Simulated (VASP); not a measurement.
# YNbSe3 (Pm-3m) in VASP: notebook, part 2 of 3

VASP 6.6.1.

### Step 4. Single point, PBE, collinear spin

This run uses another cell than the first one, of 30.46 Å³/atom.

INCAR reads:

```
PREC     = Accurate       # precision mode
ENCUT    = 520            # plane-wave cutoff, eV
EDIFF    = 1E-6           # SCF threshold, eV
ISMEAR   = 0              # smearing method
SIGMA    = 0.1            # smearing width, eV
LREAL    = F              # projectors in reciprocal space
LASPH    = T              # aspherical terms in the spheres
NELM     = 150            # most SCF steps
ALGO     = Normal         # electronic algorithm
ISIF     = 2              # what is computed and relaxed
LWAVE    = F              # write WAVECAR
LCHARG   = F              # write CHGCAR
ISPIN    = 2              # spin polarisation
MAGMOM   = 0.01 3.16 -0.28 -0.28 -0.28 # initial moments
LORBIT   = 11             # projections on sites
LMAXMIX  = 4              # l up to which the mixer works
GGA      = PE             # functional
NBANDS   = 33             # bands
```

KPOINTS reads:

```
Automatic mesh
0
Gamma
  4 4 4
```

POSCAR reads:

```
YNbSe3
1.0
    5.3400468225      0.0000000000      0.0000000000
    0.0000000000      5.3400468225      0.0000000000
    0.0000000000      0.0000000000      5.3400468225
Y Nb Se
1 1 3
Direct
    0.0000000000      0.0000000000      0.0000000000
    0.5000000000      0.5000000000      0.5000000000
    0.5000000000      0.0000000000      0.0000000000
    0.0000000000      0.5000000000      0.0000000000
    0.0000000000      0.0000000000      0.5000000000
```

Potentials or basis: VASP PAW PBE potentials, release 64 (Y_sv, Nb_sv, Se).

On the command line:

```bash
cat potpaw_PBE.64/Y_sv/POTCAR potpaw_PBE.64/Nb_sv/POTCAR potpaw_PBE.64/Se/POTCAR > POTCAR
mpirun -np 1 vasp_std > vasp.out
```

OUTCAR:

```text
PREC = Accurate
   ENCUT = 520
   EDIFF = 1E-6
   ISMEAR = 0
   LREAL = F
   LASPH = T
   NELM = 150
   ISIF = 2
   ISPIN = 2
   LORBIT = 11
   GGA = PE

 ion  position               nearest neighbor table
   1  0.000  0.000  0.000-   3 2.67   4 2.67   5 2.67   5 2.67   4 2.67   3 2.67
   2  0.500  0.500  0.500-
   3  0.500  0.000  0.000-   1 2.67   1 2.67
   4  0.000  0.500  0.000-   1 2.67   1 2.67
   5  0.000  0.000  0.500-   1 2.67   1 2.67

  LATTYP: Found a simple cubic cell.
 ALAT       =     5.3400468225

  Lattice vectors:

 A1 = (   5.3400468225,   0.0000000000,   0.0000000000)
 A2 = (   0.0000000000,   5.3400468225,   0.0000000000)
 A3 = (   0.0000000000,   0.0000000000,   5.3400468225)

Analysis of symmetry for initial positions (statically):
=====================================================================
 Subroutine PRICEL returns:
 Original cell was already a primitive cell.

 Routine SETGRP: Setting up the symmetry group for a
 simple cubic supercell.

 Subroutine GETGRP returns: Found 48 space group operations
 (whereof 48 operations were pure point group operations)
 out of a pool of 48 trial point group operations.

The static configuration has the point symmetry O_h .

Analysis of symmetry for dynamics (positions and initial velocities):
=====================================================================
 Subroutine PRICEL returns:
 Original cell was already a primitive cell.

 Routine SETGRP: Setting up the symmetry group for a
 simple cubic supercell.

 Subroutine GETGRP returns: Found 48 space group operations
 (whereof 48 operations were pure point group operations)
 out of a pool of 48 trial point group operations.

The dynamic configuration has the point symmetry O_h .

[... 152 lines left out ...]
 E-fermi :   2.5430     XC(G=0):  -8.8946

 val. band max:        2.5429353296   @ k =   0.5000   0.2500   0.0000
 cond. band min:       2.5580429559   @ k =   0.5000   0.5000   0.5000
 fundamental gap:      0.0151076263
 Fermi energy:         2.5429508799

 spin component 1

 k-point     1 :       0.0000    0.0000    0.0000
  band No.  band energies     occupation
      1     -53.7014      1.00000
      2     -38.8749      1.00000
      3     -29.8403      1.00000
      4     -29.8403      1.00000
      5     -29.8403      1.00000
      6     -19.0379      1.00000
[... 349 lines left out ...]
     32       9.2947      0.00000
     33       9.7590      0.00000
 Fermi energy:         2.5429508799

 spin component 2

 k-point     1 :       0.0000    0.0000    0.0000
  band No.  band energies     occupation
      1     -52.0755      1.00000
      2     -38.8662      1.00000
      3     -27.9803      1.00000
      4     -27.9803      1.00000
      5     -27.9803      1.00000
      6     -19.0276      1.00000
[... 349 lines left out ...]
     32       9.3875      0.00000
     33      10.4584      0.00000

------------------------ aborting loop because EDIFF is reached ----------------------------------------

  FORCE on cell =-STRESS in cart. coord.  units (eV):
  Direction    XX          YY          ZZ          XY          YZ          ZX
  --------------------------------------------------------------------------------------
  -------------------------------------------------------------------------------------
  Total        0.0615097      0.0615097      0.0615097      0.0000000      0.0000000      0.0000000
  in kB        0.6471707      0.6471707      0.6471707      0.0000000      0.0000000      0.0000000
  external PRESSURE =       0.6471707 kB  Pullay stress =       0.0000000 kB

 VOLUME and BASIS-vectors are now :
 -----------------------------------------------------------------------------
  energy-cutoff  :      520.00
  volume of cell :      152.28
      direct lattice vectors                 reciprocal lattice vectors
     5.340046822  0.000000000  0.000000000     0.187264276  0.000000000  0.000000000
     0.000000000  5.340046822  0.000000000     0.000000000  0.187264276  0.000000000
     0.000000000  0.000000000  5.340046822     0.000000000  0.000000000  0.187264276

 POSITION                                       TOTAL-FORCE (eV/Angst)
 -----------------------------------------------------------------------------------
      0.00000      0.00000      0.00000         0.000000      0.000000      0.000000
      2.67002      2.67002      2.67002         0.000000      0.000000      0.000000
      2.67002      0.00000      0.00000         0.000000      0.000000      0.000000
      0.00000      2.67002      0.00000         0.000000      0.000000      0.000000
      0.00000      0.00000      2.67002         0.000000      0.000000      0.000000
 -----------------------------------------------------------------------------------
    total drift:                                0.000000      0.000000     -0.000000

  FREE ENERGIE OF THE ION-ELECTRON SYSTEM (eV)
  ---------------------------------------------------
  free  energy   TOTEN  =       -26.6496103701 eV

  energy  without entropy=      -26.6296409442  energy(sigma->0) =      -26.63962566

 total charge

# of ion       s       p       d       f       tot
--------------------------------------------------
    1        2.213   6.555   1.117   0.098   9.982
    2        2.054   5.882   2.512   0.000  10.448
    3        1.470   2.356   0.013   0.000   3.839
    4        1.470   2.356   0.013   0.000   3.839
    5        1.470   2.356   0.013   0.000   3.839
--------------------------------------------------
tot          8.679  19.506   3.666   0.098  31.949

 magnetization (x)

# of ion       s       p       d       f       tot
--------------------------------------------------
    1        0.003   0.004   0.015  -0.006   0.017
    2        0.034   0.014   2.297   0.000   2.345
    3       -0.003  -0.243   0.002   0.000  -0.244
    4       -0.003  -0.243   0.002   0.000  -0.244
    5       -0.003  -0.243   0.002   0.000  -0.244
--------------------------------------------------
tot          0.029  -0.712   2.317  -0.006   1.629
```

OSZICAR:

```text
N       E                     dE             d eps       ncg     rms          rms(c)
DAV:   1     0.295022964484E+03    0.29502E+03   -0.19222E+04  1320   0.113E+03
DAV:   2    -0.568460186238E+01   -0.30071E+03   -0.28996E+03  1766   0.319E+02
DAV:   3    -0.297446324663E+02   -0.24060E+02   -0.23524E+02  2007   0.740E+01
DAV:   4    -0.312790988407E+02   -0.15345E+01   -0.14973E+01  2192   0.185E+01
DAV:   5    -0.313151436744E+02   -0.36045E-01   -0.35989E-01  1864   0.195E+00    0.442E+01
DAV:   6    -0.288908130400E+02    0.24243E+01   -0.34714E+01  1686   0.132E+01    0.261E+01
DAV:   7    -0.291177162321E+02   -0.22690E+00   -0.70404E+01  1902   0.232E+01    0.242E+01
DAV:   8    -0.263256373807E+02    0.27921E+01   -0.57395E+00  1624   0.688E+00    0.593E+00
DAV:   9    -0.265928585030E+02   -0.26722E+00   -0.14493E+00  1780   0.351E+00    0.336E+00
DAV:  10    -0.266556326622E+02   -0.62774E-01   -0.34853E-01  1730   0.217E+00    0.151E+00
DAV:  11    -0.266513602390E+02    0.42724E-02   -0.23703E-01  1845   0.142E+00    0.109E+00
DAV:  12    -0.266516139343E+02   -0.25370E-03   -0.19097E-02  1726   0.570E-01    0.429E-01
DAV:  13    -0.266491969903E+02    0.24169E-02   -0.15308E-02  1874   0.312E-01    0.204E-01
DAV:  14    -0.266496003810E+02   -0.40339E-03   -0.11311E-03  1695   0.147E-01    0.514E-02
DAV:  15    -0.266496031230E+02   -0.27419E-05   -0.17565E-04  2041   0.501E-02    0.287E-02
DAV:  16    -0.266496095283E+02   -0.64053E-05   -0.11282E-05  1580   0.145E-02    0.100E-02
DAV:  17    -0.266496103701E+02   -0.84185E-06   -0.13484E-06  1271   0.661E-03
   1 F= -.26649610E+02 E0= -.26639626E+02  d E =-.199694E-01  mag=     2.1387
```

It took 69 s on 1 thread of AMD EPYC 9R45 (Zen 5), shared host; peak memory 0.31 GiB.

Results:

```
Free energy                                           : -26.6496 eV
Pressure                                              : 0.1 GPa
Net moment                                            : 2.14 μB per cell
Site moments                                          : Y +0.02; Nb +2.35; Se -0.24 μB
Valence electrons inside the program's atomic spheres : Y 9.98; Nb 10.45; Se 3.84
```

Levels at points of the mesh, in eV from the Fermi level:
Spin up:
```
           k point  band 19  band 20  band 21  band 22  band 23  band 24  band 25  band 26
(0.00, 0.00, 0.00)    -0.66    -0.48    -0.48    -0.48    -0.16    -0.02    -0.02    -0.02
(0.50, 0.00, 0.00)    -0.51    -0.51    -0.41    -0.41     0.50     0.66     0.66     2.33
(0.50, 0.50, 0.00)    -1.23    -0.61    -0.39    -0.26     0.41     0.41     0.80     1.90
(0.50, 0.50, 0.50)    -0.37    -0.37    -0.35    -0.35     0.02     0.45     0.45     0.45
```
Spin down:
| k point | band 18 | band 19 | band 20 | band 21 | band 22 | band 23 |
| --- | --- | --- | --- | --- | --- | --- |
| (0.00, 0.00, 0.00) | -0.23 | -0.23 | -0.23 | 1.07 | 1.23 | 1.23 |
| (0.50, 0.00, 0.00) | -1.64 | -0.50 | -0.50 | 1.52 | 1.82 | 2.19 |
| (0.50, 0.50, 0.00) | -1.85 | -1.37 | -0.10 | 1.68 | 1.78 | 2.14 |
| (0.50, 0.50, 0.50) | 0.04 | 0.04 | 0.04 | 1.34 | 1.53 | 1.53 |

[end of part 2 of 3]
